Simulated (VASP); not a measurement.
Here is a VASP 6.6.1 calculation.

The input INCAR:

```
SYSTEM = Si3N4
PREC     = Accurate       ! precision mode
ENCUT    = 520            ! plane-wave cutoff, eV
EDIFF    = 1E-7           ! SCF threshold, eV
ISMEAR   = 0              ! smearing method
SIGMA    = 0.02           ! smearing width, eV
LREAL    = .FALSE.        ! projectors in reciprocal space
LASPH    = .TRUE.         ! aspherical terms in the spheres
NELM     = 120            ! most SCF steps
ALGO     = Normal         ! electronic algorithm
ISIF     = 2              ! what is computed and relaxed
LWAVE    = .FALSE.        ! write WAVECAR
LCHARG   = .FALSE.        ! write CHGCAR
GGA      = PE             ! functional
IBRION   = 2              ! ionic algorithm
NSW      = 50             ! ionic steps
EDIFFG   = -0.01          ! ionic threshold
GGA_COMPAT= .FALSE.      
NELMIN   = 4
```

Contents of KPOINTS:

```
Automatic mesh
0
G
  6 6 6
  0 0 0
```

The input POSCAR:

```
Si3N4
1.0
    0.0000000000      3.7762145505      3.7762145505
    3.7762145505      0.0000000000      3.7762145505
    3.7762145505      3.7762145505      0.0000000000
Si N
6 8
Direct
    0.1250000000      0.1250000000      0.6250000000
    0.1250000000      0.6250000000      0.1250000000
    0.6250000000      0.1250000000      0.1250000000
    0.1250000000      0.1250000000      0.1250000000
    0.7500000000      0.7500000000      0.7500000000
    0.5000000000      0.5000000000      0.5000000000
    0.3678682578      0.3678682578      0.3678682578
    0.3536047734      0.8821317422      0.8821317422
    0.8821317422      0.8821317422      0.3536047734
    0.8821317422      0.3536047734      0.8821317422
    0.3678682578      0.3678682578      0.8963952266
    0.3678682578      0.8963952266      0.3678682578
    0.8821317422      0.8821317422      0.8821317422
    0.8963952266      0.3678682578      0.3678682578
```

Potentials or basis: VASP PAW PBE potentials, release 64 (Si, N).

Command:

```console
$ cat potpaw_PBE.64/Si/POTCAR potpaw_PBE.64/N/POTCAR > POTCAR
$ mpirun -np 1 vasp_std > vasp.out
```

Task: Predict the energy gained by relaxing.

Result: 0.1 meV/atom.

Task: What does it give for the band gap on the k mesh?

Result: 3.70 eV, indirect (least direct gap 3.71 eV).

Final structure:
```
Si N
1.0
     0.00000    3.77621    3.77621
     3.77621    0.00000    3.77621
     3.77621    3.77621    0.00000
Si N
6 8
Direct
  0.12500 0.12500 0.62500
  0.12500 0.62500 0.12500
  0.62500 0.12500 0.12500
  0.12500 0.12500 0.12500
  0.75000 0.75000 0.75000
  0.50000 0.50000 0.50000
  0.36802 0.36802 0.36802
  0.35407 0.88198 0.88198
  0.88198 0.88198 0.35407
  0.88198 0.35407 0.88198
  0.36802 0.36802 0.89593
  0.36802 0.89593 0.36802
  0.88198 0.88198 0.88198
  0.89593 0.36802 0.36802
```

 A k mesh can miss the band edges.
